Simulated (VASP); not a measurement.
# InSb (F-43m) in VASP: single point with PBE

Aim: the single point of InSb with PBE.

All numbers are computed with VASP 6.6.1; they aren't measurements. Logs are shortened: lines on timing, memory, paths and dates and some standing lists are left out, and cuts for length are marked.

## Step 1: The cell of the first run

Symmetry: F-43m, No. 216, cubic system. Conventional cell: a = 6.478 Å, b = 6.478 Å, c = 6.478 Å, α = 90.00°, β = 90.00°, γ = 90.00°. In (site symmetry -43m) has 4 Sb at 2.81 Å within 3.7 Å. Sb (site symmetry -43m) has 4 In at 2.81 Å within 3.7 Å.

## Step 2: Single point, PBE

File INCAR:

```
SYSTEM = InSb
PREC     = Accurate       ! precision mode
ENCUT    = 520            ! plane-wave cutoff, eV
EDIFF    = 1E-7           ! SCF threshold, eV
ISMEAR   = 0              ! smearing method
SIGMA    = 0.05           ! smearing width, eV
LREAL    = .False.        ! projectors in reciprocal space
LASPH    = .True.         ! aspherical terms in the spheres
NELM     = 60             ! most SCF steps
ALGO     = Normal         ! electronic algorithm
ISIF     = 2              ! what is computed and relaxed
LWAVE    = .False.        ! write WAVECAR
LCHARG   = .False.        ! write CHGCAR
GGA      = PE             ! functional
NBANDS   = 16             ! bands
```

File KPOINTS:

```
regular mesh
0
Gamma
  6 6 6
  0 0 0
```

File POSCAR:

```
InSb
1.0
    0.0000000000      3.2391003701      3.2391003701
    3.2391003701      0.0000000000      3.2391003701
    3.2391003701      3.2391003701      0.0000000000
In Sb
1 1
Direct
    0.0000000000      0.0000000000      0.0000000000
    0.7500000000      0.7500000000      0.7500000000
```

Potentials or basis: VASP PAW PBE potentials, release 64 (In_d, Sb).

Command:

```
cat potpaw_PBE.64/In_d/POTCAR potpaw_PBE.64/Sb/POTCAR > POTCAR
mpirun -np 1 vasp_std > vasp.out
```

OUTCAR:

```text
SYSTEM = InSb
   PREC = Accurate
   ENCUT = 520
   EDIFF = 1E-7
   ISMEAR = 0
   LREAL = .False.
   LASPH = .True.
   NELM = 60
   ISIF = 2
   GGA = PE

 ion  position               nearest neighbor table
   1  0.000  0.000  0.000-   2 2.81   2 2.81   2 2.81   2 2.81
   2  0.750  0.750  0.750-   1 2.81   1 2.81   1 2.81   1 2.81

  LATTYP: Found a face centered cubic cell.
 ALAT       =     6.4782007402

  Lattice vectors:

 A1 = (   0.0000000000,   3.2391003701,   3.2391003701)
 A2 = (   3.2391003701,   0.0000000000,   3.2391003701)
 A3 = (   3.2391003701,   3.2391003701,   0.0000000000)

Analysis of symmetry for initial positions (statically):
=====================================================================
 Subroutine PRICEL returns:
 Original cell was already a primitive cell.

 Routine SETGRP: Setting up the symmetry group for a
 face centered cubic supercell.

 Subroutine GETGRP returns: Found 24 space group operations
 (whereof 24 operations were pure point group operations)
 out of a pool of 48 trial point group operations.

The static configuration has the point symmetry T_d .

Analysis of symmetry for dynamics (positions and initial velocities):
=====================================================================
 Subroutine PRICEL returns:
 Original cell was already a primitive cell.

 Routine SETGRP: Setting up the symmetry group for a
 face centered cubic supercell.

 Subroutine GETGRP returns: Found 24 space group operations
 (whereof 24 operations were pure point group operations)
 out of a pool of 48 trial point group operations.

The dynamic configuration has the point symmetry T_d .

 Subroutine INISYM returns: Found 24 space group operations
 (whereof 24 operations are pure point group operations),
 and found     1 'primitive' translations

----------------------------------------------------------------------------------------

                                     Primitive cell

  volume of cell :      67.9678

  direct lattice vectors                    reciprocal lattice vectors
     0.000000000  3.239100370  3.239100370    -0.154363849  0.154363849  0.154363849
     3.239100370  0.000000000  3.239100370     0.154363849 -0.154363849  0.154363849
     3.239100370  3.239100370  0.000000000     0.154363849  0.154363849 -0.154363849

  length of vectors
     4.580779673  4.580779673  4.580779673     0.267366029  0.267366029  0.267366029

  position of ions in fractional coordinates (direct lattice)
     0.000000000  0.000000000  0.000000000
     0.750000000  0.750000000  0.750000000

  ion indices of the primitive-cell ions
   primitive index   ion index
                 1           1
                 2           2

----------------------------------------------------------------------------------------

 KPOINTS: regular mesh

Automatic generation of k-mesh.
 Grid dimensions read from file:
 generate k-points for:    6    6    6

 Generating k-lattice:

  Cartesian coordinates                     Fractional coordinates (reciprocal lattice)
    -0.025727308  0.025727308  0.025727308     0.166666667  0.000000000  0.000000000
     0.025727308 -0.025727308  0.025727308     0.000000000  0.166666667  0.000000000
     0.025727308  0.025727308 -0.025727308     0.000000000  0.000000000  0.166666667

  Length of vectors
     0.044561005  0.044561005  0.044561005

  Shift w.r.t. Gamma in fractional coordinates (k-lattice)
     0.000000000  0.000000000  0.000000000

 Subroutine IBZKPT returns following result:
 ===========================================

 Found     16 irreducible k-points:

 Following reciprocal coordinates:
            Coordinates               Weight
  0.000000  0.000000  0.000000      1.000000
  0.166667  0.000000  0.000000      8.000000
  0.333333  0.000000  0.000000      8.000000
  0.500000  0.000000  0.000000      4.000000
  0.166667  0.166667  0.000000      6.000000
  0.333333  0.166667  0.000000     24.000000
[... 8 lines left out ...]
 -0.333333  0.333333  0.166667     24.000000
 -0.333333  0.500000  0.166667     12.000000
   k-points           NKPTS =     16   k-points in BZ     NKDIM =     16   number of bands    NBANDS=     16
   number of dos      NEDOS =    301   number of ions     NIONS =      2
   total plane-waves  NPLWV =  46656
   dimension x,y,z NGX =    36 NGY =   36 NGZ =   36
   dimension x,y,z NGXF=    72 NGYF=   72 NGZF=   72
   ions per type =               1   1
   NGX,Y,Z   is equivalent  to a cutoff of  13.07, 13.07, 13.07 a.u.
   NGXF,Y,Z  is equivalent  to a cutoff of  26.13, 26.13, 26.13 a.u.
 SYSTEM =  InSb
   PREC   = accura    normal or accurate (medium, high low for compatibility)
   ISTART =      0    job   : 0-new  1-cont  2-samecut
   ICHARG =      2    charge: 1-file 2-atom 10-const
   ISPIN  =      1    spin polarized calculation?
   LNONCOLLINEAR =      F non collinear calculations
   LSORBIT =      F    spin-orbit coupling
   LASPH  =      T    aspherical Exc in radial PAW
   ENCUT  =  520.0 eV  38.22 Ry    6.18 a.u.   8.52  8.52  8.52*2*pi/ulx,y,z
   NELM   =     60;   NELMIN=  2; NELMDL= -5     # of ELM steps
   EDIFF  = 0.1E-06   stopping-criterion for ELM
   LREAL  =      F    real-space projection
   EDIFFG = 0.1E-05   stopping-criterion for IOM
   NSW    =      0    number of steps for IOM
   IBRION =     -1    ionic relax: 0-MD 1-quasi-New 2-CG
   NFREE  =      0    steps in history (QN), initial steepest desc. (CG)
   ISIF   =      2    stress and relaxation
   ISYM   =      2    0-nonsym 1-usesym 2-fastsym
   POTIM  = 0.5000    time-step for ionic-motion
   TEBEG  =    0.0;   TEEND  =   0.0 temperature during run
   PSTRESS=    0.0 pullay stress
   NELECT =      18.0000    total number of electrons
   NUPDOWN=      -1.0000    fix difference up-down
   EMIN   =  10.00;   EMAX   =-10.00  energy-range for DOS
   EFERMI =   0.00;   METHOD = LEGACY
   ISMEAR =     0;   SIGMA  =   0.05  broadening in eV -4-tet -1-fermi 0-gaus
   EFERMI_NEDOS =   21; number of points for ismear=-14 and -15
   IALGO  =     38    algorithm
   IMIX   =      4    mixing-type and parameters
     AMIX     =   0.40;   BMIX     =  1.00
     AMIX_MAG =   1.60;   BMIX_MAG =  1.00
  volume/ion in A,a.u.               =      33.98       229.33
  Fermi-wavevector in a.u.,A,eV,Ry     =   1.051311  1.986690 15.037908  1.105255
  Thomas-Fermi vector in A             =   2.186349
   LORBIT       =      0    0 simple, 1 ext, 2 COOP (PROOUT), +10 PAW based schemes
   GGA     = PE    functional components
   LHFCALC =     F    Hartree Fock is set to
   AEXX    =    0.0000 exact exchange contribution
   IVDW    =     0    specifies the selected vdW correction
   LEPSILON=     F    determine dielectric tensor
   LRPA    =     F    only Hartree local field effects (RPA)
 non-spin polarized calculation
 Gauss-broadening in eV      SIGMA  =   0.05
  energy-cutoff  :      520.00
  volume of cell :       67.97
 maximum number of plane-waves:      1853
 NGX is ok and might be reduce to    36
   NGX = 17   NGY = 17   NGZ = 17

 number of electron      17.9999993 magnetization

 Free energy of the ion-electron system (eV)
  ---------------------------------------------------
  ext. energy  EPLUGINS =         0.00000000
  ---------------------------------------------------
  free energy    TOTEN  =        -6.88398858 eV

  energy without entropy =       -6.88363149  energy(sigma->0) =       -6.88381004

 E-fermi :   5.1319     XC(G=0):  -8.6829

 val. band max:        5.1166731016   @ k =   0.0000   0.0000   0.0000
 cond. band min:       5.6528080689   @ k =   0.5000   0.0000   0.0000
 fundamental gap:      0.5361349674
 Fermi energy:         5.1319014802

 k-point     1 :       0.0000    0.0000    0.0000
  band No.  band energies     occupation
      1      -9.4962      2.00000
      2      -9.4962      2.00000
      3      -9.4962      2.00000
      4      -9.4112      2.00000
      5      -9.4112      2.00000
      6      -5.6035      2.00000
[... 8 lines left out ...]
     15      13.3937      0.00000
     16      13.3937      0.00000

 k-point     2 :       0.1667    0.0000    0.0000
  band No.  band energies     occupation
      1      -9.5082      2.00000
      2      -9.4908      2.00000
      3      -9.4908      2.00000
      4      -9.4116      2.00000
      5      -9.4116      2.00000
      6      -5.3543      2.00000
[... 8 lines left out ...]
     15      12.4321      0.00000
     16      12.4321      0.00000

 k-point     3 :       0.3333    0.0000    0.0000
  band No.  band energies     occupation
      1      -9.5318      2.00000
      2      -9.4813      2.00000
      3      -9.4813      2.00000
      4      -9.4108      2.00000
      5      -9.4108      2.00000
      6      -4.7091      2.00000
[... 8 lines left out ...]
     15      12.8505      0.00000
     16      12.8505      0.00000

 k-point     4 :       0.5000    0.0000    0.0000
  band No.  band energies     occupation
      1      -9.5434      2.00000
      2      -9.4774      2.00000
      3      -9.4774      2.00000
      4      -9.4095      2.00000
      5      -9.4095      2.00000
      6      -4.2350      2.00000
[... 8 lines left out ...]
     15      14.3037      0.00000
     16      14.3037      0.00000

 k-point     5 :       0.1667    0.1667    0.0000
  band No.  band energies     occupation
      1      -9.5180      2.00000
      2      -9.4854      2.00000
      3      -9.4854      2.00000
      4      -9.4153      2.00000
      5      -9.4090      2.00000
      6      -5.2698      2.00000
[... 8 lines left out ...]
     15      12.5186      0.00000
     16      13.6721      0.00000

 k-point     6 :       0.3333    0.1667    0.0000
  band No.  band energies     occupation
      1      -9.5376      2.00000
      2      -9.4770      2.00000
      3      -9.4752      2.00000
      4      -9.4177      2.00000
      5      -9.4074      2.00000
      6      -4.7429      2.00000
[... 8 lines left out ...]
     15      13.4511      0.00000
     16      13.7921      0.00000

 k-point     7 :       0.5000    0.1667    0.0000
  band No.  band energies     occupation
      1      -9.5492      2.00000
      2      -9.4733      2.00000
      3      -9.4705      2.00000
      4      -9.4149      2.00000
      5      -9.4083      2.00000
      6      -4.1235      2.00000
[... 8 lines left out ...]
     15      14.1403      0.00000
     16      14.3967      0.00000

 k-point     8 :      -0.3333    0.1667    0.0000
  band No.  band energies     occupation
      1      -9.5439      2.00000
      2      -9.4745      2.00000
      3      -9.4745      2.00000
      4      -9.4123      2.00000
      5      -9.4110      2.00000
      6      -4.2988      2.00000
[... 8 lines left out ...]
     15      12.9691      0.00000
     16      14.2780      0.00000

 k-point     9 :      -0.1667    0.1667    0.0000
  band No.  band energies     occupation
      1      -9.5252      2.00000
      2      -9.4847      2.00000
      3      -9.4809      2.00000
      4      -9.4139      2.00000
      5      -9.4100      2.00000
      6      -4.9649      2.00000
[... 8 lines left out ...]
     15      12.9310      0.00000
     16      13.3312      0.00000

 k-point    10 :       0.3333    0.3333    0.0000
  band No.  band energies     occupation
      1      -9.5577      2.00000
      2      -9.4634      2.00000
      3      -9.4634      2.00000
      4      -9.4252      2.00000
      5      -9.4044      2.00000
      6      -4.3734      2.00000
[... 8 lines left out ...]
     15      14.4813      0.00000
     16      15.3367      0.00000

 k-point    11 :       0.5000    0.3333    0.0000
  band No.  band energies     occupation
      1      -9.5663      2.00000
      2      -9.4602      2.00000
      3      -9.4577      2.00000
      4      -9.4254      2.00000
      5      -9.4047      2.00000
      6      -3.8297      2.00000
[... 8 lines left out ...]
     15      14.7587      0.00000
     16      15.3751      0.00000

 k-point    12 :      -0.3333    0.3333    0.0000
  band No.  band energies     occupation
      1      -9.5583      2.00000
      2      -9.4669      2.00000
      3      -9.4626      2.00000
      4      -9.4182      2.00000
      5      -9.4095      2.00000
      6      -3.7874      2.00000
[... 8 lines left out ...]
     15      12.9045      0.00000
     16      16.1389      0.00000

 k-point    13 :       0.5000    0.5000    0.0000
  band No.  band energies     occupation
      1      -9.5762      2.00000
      2      -9.4520      2.00000
      3      -9.4520      2.00000
      4      -9.4307      2.00000
      5      -9.4022      2.00000
      6      -3.6231      2.00000
[... 8 lines left out ...]
     15      15.3236      0.00000
     16      15.7093      0.00000

 k-point    14 :       0.5000    0.3333    0.1667
  band No.  band energies     occupation
      1      -9.5527      2.00000
      2      -9.4706      2.00000
      3      -9.4650      2.00000
      4      -9.4196      2.00000
      5      -9.4074      2.00000
      6      -4.1810      2.00000
[... 8 lines left out ...]
     15      13.9580      0.00000
     16      15.3889      0.00000

 k-point    15 :      -0.3333    0.3333    0.1667
  band No.  band energies     occupation
      1      -9.5580      2.00000
      2      -9.4697      2.00000
      3      -9.4603      2.00000
      4      -9.4181      2.00000
      5      -9.4093      2.00000
      6      -3.7868      2.00000
[... 8 lines left out ...]
     15      14.7422      0.00000
     16      15.2110      0.00000

 k-point    16 :      -0.3333    0.5000    0.1667
  band No.  band energies     occupation
      1      -9.5668      2.00000
      2      -9.4631      2.00000
      3      -9.4542      2.00000
      4      -9.4238      2.00000
      5      -9.4065      2.00000
      6      -3.5953      2.00000
[... 8 lines left out ...]
     15      14.9011      0.00000
     16      15.6072      0.00000

------------------------ aborting loop because EDIFF is reached ----------------------------------------

  FORCE on cell =-STRESS in cart. coord.  units (eV):
  Direction    XX          YY          ZZ          XY          YZ          ZX
  --------------------------------------------------------------------------------------
  -------------------------------------------------------------------------------------
  Total        1.3574992      1.3574992      1.3574992      0.0000000      0.0000000     -0.0000000
  in kB       31.9997766     31.9997766     31.9997766      0.0000000      0.0000000     -0.0000000
  external PRESSURE =      31.9997766 kB  Pullay stress =       0.0000000 kB

 VOLUME and BASIS-vectors are now :
 -----------------------------------------------------------------------------
  energy-cutoff  :      520.00
  volume of cell :       67.97
      direct lattice vectors                 reciprocal lattice vectors
     0.000000000  3.239100370  3.239100370    -0.154363849  0.154363849  0.154363849
     3.239100370  0.000000000  3.239100370     0.154363849 -0.154363849  0.154363849
     3.239100370  3.239100370  0.000000000     0.154363849  0.154363849 -0.154363849

 POSITION                                       TOTAL-FORCE (eV/Angst)
 -----------------------------------------------------------------------------------
      0.00000      0.00000      0.00000        -0.000000     -0.000000     -0.000000
      4.85865      4.85865      4.85865         0.000000      0.000000      0.000000
 -----------------------------------------------------------------------------------
    total drift:                                0.000000      0.000000      0.000000

  FREE ENERGIE OF THE ION-ELECTRON SYSTEM (eV)
  ---------------------------------------------------
  free  energy   TOTEN  =        -6.8839885817 eV

  energy  without entropy=       -6.8836314930  energy(sigma->0) =       -6.88381004
```

It took 39 s on 1 thread of Intel Xeon 8259CL, shared host; peak memory 0.18 GiB.

Results:

```
Free energy            : -6.8840 eV
Pressure               : 3.2 GPa
Band gap on the k mesh : zero (filled and empty bands touch)
```

Caveat: spin-orbit coupling is left out, which moves the levels of the heavy elements.
